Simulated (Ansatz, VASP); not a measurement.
## One calculation of NaPt2BrO2, two programs

```
CELL_PARAMETERS angstrom
4.12309 0.00000 0.00000
0.00000 4.12309 0.00000
0.00000 0.00000 5.29376
ATOMIC_POSITIONS crystal
Na 0.00000 0.00000 0.50000
Pt 0.50000 0.50000 0.74737
Pt 0.50000 0.50000 0.25263
Br 0.00000 0.00000 0.00000
O 0.00000 0.50000 0.50000
O 0.50000 0.00000 0.50000
```

Change from the starting cell: species swapped into the Sr2CoSeO2 type (P4/mmm, No. 123).

Alike in both runs: functional PBE; k mesh 3 × 3 × 2; occupations gaussian, width 0.15 eV; no spin polarisation.

Ansatz relaxed the structure, and its values are those at the end. VASP's run is a single point on that final structure, the one shown.

|  | VASP | Ansatz |
| --- | --- | --- |
| version | VASP 6.6.1 | Ansatz 0.2.0 |
| potentials or method | VASP PAW PBE potentials, release 64 (Na_pv, Pt, Br, O), cutoff 600 eV | scalar-relativistic, plane waves, PAW |
| valence electrons in the cell | 46 | 64 |

Ansatz gave:

| Quantity | Value |
| --- | --- |
| gap on the k mesh at the Fermi level (eV) | none |
| pressure (GPa) | 0.0 |
| rms of the force components (eV/Å) | 0.016 |

Problem. Which values does VASP return?

Solution. gap on the k mesh at the Fermi level (eV): none; pressure (GPa): 0.0; rms of the force components (eV/Å): 0.008.

A gap of «none» marks a metal or a gap that the smearing closes. VASP's potentials hold 46 valence electrons a cell and Ansatz's 64, so a difference there can come from the potentials and not from the codes.

The k mesh is coarse, so the values compare programs but aren't converged. Spin-orbit coupling is off throughout.
